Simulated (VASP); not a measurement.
# C (R-3m) in VASP: further runs, part 2 of 2

VASP 6.6.1. Earlier steps stand in the parts before.

### Step 4. Single point, PBEsol

This run uses another cell than the first one, of 10.62 Å³/atom, 1.058 times its volume.

Input file INCAR:

```
SYSTEM = C
  PREC = Accurate
  ENCUT = 520
  EDIFF = 1E-7
  ISMEAR = -1
  SIGMA = 0.1
  LREAL = .False.
  LASPH = .True.
  NELM = 60
  ALGO = Normal
  ISIF = 2
  LWAVE = .False.
  LCHARG = .False.
  GGA = PS
  NBANDS = 16
```

Input file KPOINTS:

```
Automatic mesh
0
Gamma
  11 11 11
  0 0 0
```

Input file POSCAR:

```
C
1.0
    1.2221274221      0.7055951762      8.2083274557
   -1.2221274221      0.7055951762      8.2083274557
    0.0000000000     -1.4111913434      8.2083274557
C
4
Direct
    0.9128270000      0.9128270000      0.9128270000
    0.2461500000      0.2461500000      0.2461500000
    0.7538500000      0.7538500000      0.7538500000
    0.0871730000      0.0871730000      0.0871730000
```

Potentials or basis: VASP PAW PBE potentials, release 64 (C).

Launch:

```
cat potpaw_PBE.64/C/POTCAR > POTCAR
mpirun -np 1 vasp_std > vasp.out
```

OUTCAR:

```text
SYSTEM = C
   PREC = Accurate
   ENCUT = 520
   EDIFF = 1E-7
   ISMEAR = -1
   LREAL = .False.
   LASPH = .True.
   NELM = 60
   ISIF = 2
   GGA = PS

 ion  position               nearest neighbor table
   1  0.913  0.913  0.913-   2 1.41   2 1.41   2 1.41
   2  0.246  0.246  0.246-   1 1.41   1 1.41   1 1.41
   3  0.754  0.754  0.754-   4 1.41   4 1.41   4 1.41
   4  0.087  0.087  0.087-   3 1.41   3 1.41   3 1.41

  LATTYP: Found a trigonal (rhomboedric) cell.
 ALAT       =     8.3287513835
 COS(alpha) =     0.9569371096

  Lattice vectors:

 A1 = (   1.2221274221,   0.7055951762,   8.2083274557)
 A2 = (  -1.2221274221,   0.7055951762,   8.2083274557)
 A3 = (   0.0000000000,  -1.4111913434,   8.2083274557)

Analysis of symmetry for initial positions (statically):
=====================================================================
 Subroutine PRICEL returns:
 Original cell was already a primitive cell.

 Routine SETGRP: Setting up the symmetry group for a
 trigonal (rhombohedral) supercell.

 Subroutine GETGRP returns: Found 12 space group operations
 (whereof 12 operations were pure point group operations)
 out of a pool of 12 trial point group operations.

The static configuration has the point symmetry D_3d.

Analysis of symmetry for dynamics (positions and initial velocities):
=====================================================================
 Subroutine PRICEL returns:
 Original cell was already a primitive cell.

 Routine SETGRP: Setting up the symmetry group for a
 trigonal (rhombohedral) supercell.

 Subroutine GETGRP returns: Found 12 space group operations
 (whereof 12 operations were pure point group operations)
 out of a pool of 12 trial point group operations.

The dynamic configuration has the point symmetry D_3d.

 Subroutine INISYM returns: Found 12 space group operations
 (whereof 12 operations are pure point group operations),
 and found     1 'primitive' translations

[... 119 lines left out ...]
  volume/ion in A,a.u.               =      10.62        71.65
  Fermi-wavevector in a.u.,A,eV,Ry     =   1.182375  2.234366 19.021105  1.398012
  Thomas-Fermi vector in A             =   2.318631
   LORBIT       =      0    0 simple, 1 ext, 2 COOP (PROOUT), +10 PAW based schemes
   GGA     = PS    functional components
   LHFCALC =     F    Hartree Fock is set to
   AEXX    =    0.0000 exact exchange contribution
   IVDW    =     0    specifies the selected vdW correction
   LEPSILON=     F    determine dielectric tensor
   LRPA    =     F    only Hartree local field effects (RPA)
 non-spin polarized calculation
  energy-cutoff  :      520.00
  volume of cell :       42.47
 maximum number of plane-waves:      1170
 NGX is ok and might be reduce to    64
   NGX = 31   NGY = 31   NGZ = 31

 number of electron      16.0000001 magnetization

 Free energy of the ion-electron system (eV)
  ---------------------------------------------------
  ext. energy  EPLUGINS =         0.00000000
  ---------------------------------------------------
  free energy    TOTEN  =       -38.55979700 eV

  energy without entropy =      -38.55952767  energy(sigma->0) =      -38.55966233

 E-fermi :   3.1277     XC(G=0):  -9.1481

 val. band max:        2.5157052688   @ k =  -0.1818   0.4545   0.0909
 cond. band min:       3.7607810470   @ k =  -0.3636   0.3636   0.0000
 fundamental gap:      1.2450757782
 Fermi energy:         3.1276812585

 k-point     1 :       0.0000    0.0000    0.0000
  band No.  band energies     occupation
      1     -16.5770      2.00000
      2     -16.5191      2.00000
      3      -4.9983      2.00000
      4      -4.3524      2.00000
      5       0.1535      2.00000
      6       0.1535      2.00000
[... 433 lines left out ...]
      3      -5.1593      2.00000
      4      -5.1488      2.00000
      5      -3.8332      2.00000
      6      -3.8253      2.00000
[... 8 lines left out ...]
     15      15.2832      0.00000
     16      15.3468      0.00000

 [... further k-points ...]

------------------------ aborting loop because EDIFF is reached ----------------------------------------

  FORCE on cell =-STRESS in cart. coord.  units (eV):
  Direction    XX          YY          ZZ          XY          YZ          ZX
  --------------------------------------------------------------------------------------
  -------------------------------------------------------------------------------------
  Total        1.8988118      1.8988113     -0.0154316      0.0000000      0.0000000     -0.0000000
  in kB       71.6331879     71.6331697     -0.5821613      0.0000000      0.0000000     -0.0000000
  external PRESSURE =      47.5613987 kB  Pullay stress =       0.0000000 kB

 VOLUME and BASIS-vectors are now :
 -----------------------------------------------------------------------------
  energy-cutoff  :      520.00
  volume of cell :       42.47
      direct lattice vectors                 reciprocal lattice vectors
     1.222127422  0.705595176  8.208327456     0.409122642  0.236207098  0.040609176
    -1.222127422  0.705595176  8.208327456    -0.409122642  0.236207098  0.040609176
     0.000000000 -1.411191343  8.208327456     0.000000000 -0.472414195  0.040609147

 POSITION                                       TOTAL-FORCE (eV/Angst)
 -----------------------------------------------------------------------------------
      0.00000     -0.00000     22.47835         0.000000     -0.000000      0.002134
      0.00000     -0.00000      6.06144         0.000000     -0.000000      0.010362
      0.00000     -0.00000     18.56354         0.000000      0.000000     -0.010362
      0.00000     -0.00000      2.14663         0.000000      0.000000     -0.002134
 -----------------------------------------------------------------------------------
    total drift:                               -0.000000     -0.000000      0.000000

  FREE ENERGIE OF THE ION-ELECTRON SYSTEM (eV)
  ---------------------------------------------------
  free  energy   TOTEN  =       -38.5597969984 eV

  energy  without entropy=      -38.5595276666  energy(sigma->0) =      -38.55966233
```

Run time: 7.2 min. Hardware: 1 thread of Intel Xeon 6975P-C (Granite Rapids), shared host; peak memory 0.55 GiB.

What came out:

| Quantity | Value |
| --- | --- |
| Free energy | -38.5598 eV |
| Pressure | 4.8 GPa |
| Largest force | 0.010 eV/Å |
| Band gap on the k mesh | 1.25 eV, indirect (least direct gap 1.26 eV) |

Forces on the atoms (eV/Å):
```
C    0.000  0.000  0.002
C    0.000  0.000  0.010
C    0.000  0.000 -0.010
C    0.000  0.000 -0.002
```

Caveat: the PAW data sets were made with another functional, which shifts forces and pressure a little. A k mesh can miss the band edges.

### Step 5. Single point, PBEsol

This run uses another cell than the first one, of 10.91 Å³/atom, 1.087 times its volume.

Input file INCAR:

```
PREC = Accurate ; ENCUT = 520
EDIFF = 1E-6 ; ISMEAR = -1
SIGMA = 0.1 ; LREAL = False
LASPH = True ; NELM = 80
ALGO = Normal ; ISIF = 2
LWAVE = False ; LCHARG = False
GGA = PS ; NBANDS = 16
```

Input file KPOINTS:

```
Automatic mesh
0
Gamma
  11 11 11
```

Input file POSCAR:

```
C
1.0
    1.2331880000      0.7119810000      8.2826150000
   -1.2331880000      0.7119810000      8.2826150000
    0.0000000000     -1.4239630000      8.2826150000
C
4
Direct
    0.9128270000      0.9128270000      0.9128270000
    0.2461500000      0.2461500000      0.2461500000
    0.7538500000      0.7538500000      0.7538500000
    0.0871730000      0.0871730000      0.0871730000
```

Launch:

```
cat potpaw_PBE.64/C/POTCAR > POTCAR
mpirun -np 1 vasp_std > vasp.out
```

It took 7.4 min on 1 thread of Intel Xeon 6975P-C (Granite Rapids), shared host; peak memory 0.55 GiB.

Results (log left out):

```
Free energy            : -38.5717 eV
Pressure               : -1.5 GPa
Largest force          : 0.010 eV/Å
Band gap on the k mesh : 1.23 eV, indirect (least direct gap 1.24 eV)
```

Forces in eV/Å, atoms in the order of the input:
```
C    0.000  0.000  0.001
C    0.000  0.000  0.010
C    0.000  0.000 -0.010
C    0.000  0.000 -0.001
```

Stress tensor (GPa, compression positive):
```
-2.26  0.00  0.00
 0.00 -2.26  0.00
 0.00  0.00 -0.07
```

Levels at points of the mesh, in eV from the valence-band top:
| k point | band 6 | band 7 | band 8 | band 9 | band 10 | band 11 |
| --- | --- | --- | --- | --- | --- | --- |
| (0.00, 0.00, 0.00) | -2.39 | -2.38 | -2.38 | 3.74 | 7.39 | 8.90 |

Caveat: the PAW data sets were made with another functional, which shifts forces and pressure a little.

### Step 6. Single point, PBEsol

This run uses another cell than the first one, of 11.20 Å³/atom, 1.116 times its volume.

Input file INCAR:

```
ALGO = Normal
EDIFF = 1E-6
ENCUT = 520
GGA = PS
ISIF = 2
ISMEAR = -1
LASPH = True
LCHARG = False
LREAL = False
LWAVE = False
NBANDS = 16
NELM = 80
PREC = Accurate
SIGMA = 0.1
```

Input file KPOINTS:

```
k-points
0
Gamma
  11 11 11
```

Input file POSCAR:

```
C
1.0
    1.2440536524      0.7182542836      8.3555933418
   -1.2440536524      0.7182542836      8.3555933418
    0.0000000000     -1.4365095760      8.3555933418
C
4
Direct
    0.9128270000      0.9128270000      0.9128270000
    0.2461500000      0.2461500000      0.2461500000
    0.7538500000      0.7538500000      0.7538500000
    0.0871730000      0.0871730000      0.0871730000
```

Potentials or basis: VASP PAW PBE potentials, release 64 (C).

Launch:

```
cat potpaw_PBE.64/C/POTCAR > POTCAR
mpirun -np 1 vasp_std > vasp.out
```

Run time: 7.1 min. Hardware: 1 thread of Intel Xeon 6975P-C (Granite Rapids), shared host; peak memory 0.55 GiB.

The run converged. Its results:

```
Free energy            : -38.5406 eV
Pressure               : -7.1 GPa
Largest force          : 0.009 eV/Å
Band gap on the k mesh : 1.21 eV, indirect (least direct gap 1.22 eV)
```

Forces on the atoms (eV/Å):
```
C    0.000  0.000  0.001
C    0.000  0.000  0.009
C    0.000  0.000 -0.009
C    0.000  0.000 -0.001
```

Stress tensor (GPa, compression positive):
```
-10.61   0.00   0.00
  0.00 -10.61   0.00
  0.00   0.00  -0.08
```

Levels at points of the mesh, in eV from the valence-band top:
```csv
k point,band 5,band 6,band 7,band 8,band 9,band 10,band 11,band 12
"(0.00, 0.00, 0.00)",-2.41,-2.41,-2.40,-2.40,3.80,7.36,8.72,8.72
```

Caveat: the PAW data sets were made with another functional, which shifts forces and pressure a little. PBEsol gaps usually lie below the measured ones, often by a third to a half.

### Step 7. Summary

```csv
cell,gap on the mesh (eV),pressure (GPa),largest force (eV/Å)
"a = 8.174 Å, angles 16.9°, 4 atoms",1.28,19.9,0.01
"a = 8.252 Å, angles 16.9°, 4 atoms",1.26,11.9,0.01
"a = 8.329 Å, angles 16.9°, 4 atoms",1.25,4.8,0.01
"a = 8.404 Å, angles 16.9°, 4 atoms",1.23,-1.5,0.01
"a = 8.478 Å, angles 16.9°, 4 atoms",1.21,-7.1,0.01
```

Alike in all rows: task single point; level PBEsol; potentials or basis VASP PAW PBE potentials, release 64 (C); no spin polarisation; k mesh 11 × 11 × 11; cutoff (eV) 520; smearing fermi-dirac 0.1 eV.

Caveats: the PAW data sets were made with another functional, which shifts forces and pressure a little.

Absolute energies hang on the potentials; compare differences alone.
